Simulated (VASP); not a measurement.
A run of VASP 6.6.1 is set up as follows.

File INCAR:

```
PREC = Accurate ; ENCUT = 520
EDIFF = 1E-7 ; ISMEAR = 0
SIGMA = 0.05 ; LREAL = F
LASPH = T ; NELM = 100
ALGO = Normal ; ISIF = 2
LWAVE = F ; LCHARG = F
NBANDS = 20
```

The input KPOINTS:

```
Automatic mesh
0
Gamma
  9 9 2
```

Contents of POSCAR:

```
Te2Mo
1.0
    3.4666382429      0.0000000000      0.0000000000
   -1.7333191214      3.0021967840      0.0000000000
    0.0000000000      0.0000000000     17.5209030821
Te Mo
2 1
Direct
    0.3333333333      0.6666666667      0.8975436080
    0.3333333333      0.6666666667      0.1024563920
    0.0000000000      0.0000000000      0.0000000000
```

Potentials or basis: VASP PAW LDA potentials, release 64 (Te, Mo_sv).

Launch:

```sh
$ cat potpaw_LDA.64/Te/POTCAR potpaw_LDA.64/Mo_sv/POTCAR > POTCAR
$ mpirun -np 1 vasp_std > vasp.out
```

Question: Estimate the largest force.

Answer: 0.054 eV/Å.

Question: Estimate the band gap on the k mesh.

Answer: 1.24 eV.

Forces in eV/Å, atoms in the order of the input:
```
Te   0.000  0.000 -0.054
Te   0.000  0.000  0.054
Mo   0.000  0.000  0.000
```

Caveat: spin-orbit coupling is left out, which moves the levels of the heavy elements.
